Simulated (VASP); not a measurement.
HfBr: single point with PBE

The system is HfBr.

```xyz
4
Lattice="0.0000 3.6706 3.6706 3.6706 0.0000 3.6706 3.6706 3.6706 0.0000" Properties=species:S:1:pos:R:3 pbc="T T T"
Hf    0.0000    0.0000    0.0000
Hf    1.8353    1.8353    1.8353
Br    5.5059    5.5059    5.5059
Br    3.6706    3.6706    3.6706
```

The cell was built from a structure type or drawn by symmetry, and may not be a known phase.

| Property | Result |
| --- | --- |
| Program | VASP 6.6.1 |
| Task | single point |
| Functional | PBE |
| Potentials or basis | VASP PAW PBE potentials, release 64 (Hf_pv, Br) |
| Cutoff | 520 eV |
| k mesh | 4 × 4 × 4 |
| Occupations | gaussian, width 0.1 eV |
| Spin | no spin polarisation |
| Dipole correction | no |
| Further INCAR settings | ALGO = Normal; EDIFF = 1e-06; NBANDS = 25 |

```
Pressure               : -0.6 GPa
Band gap on the k mesh : zero (bands 17 and 18 overlap by 0.24 eV)
```

Levels at points of the mesh, in eV from the Fermi level:
| k point | band 13 | band 14 | band 15 | band 16 | band 17 | band 18 | band 19 | band 20 | band 21 | band 22 |
| --- | --- | --- | --- | --- | --- | --- | --- | --- | --- | --- |
| (0.00, 0.00, 0.00) | -3.87 | -3.87 | -2.97 | -0.80 | -0.80 | 0.74 | 0.74 | 0.74 | 3.43 | 3.43 |
| (0.50, 0.00, 0.00) | -3.22 | -2.72 | -0.85 | 0.06 | 0.06 | 0.17 | 1.42 | 1.42 | 2.29 | 2.40 |
| (0.50, 0.50, 0.00) | -2.35 | -2.35 | -1.03 | -1.03 | 0.00 | 0.00 | 1.12 | 1.12 | 1.71 | 1.71 |

It took 18 s on 1 thread of AMD EPYC 9R45 96-Core Processor (Zen 5), with other jobs on the host, peak memory 0.21 GiB.

Caveat: the k points lie up to 0.37 Å⁻¹ apart; spin-orbit coupling is left out, which moves the levels of the heavy elements.
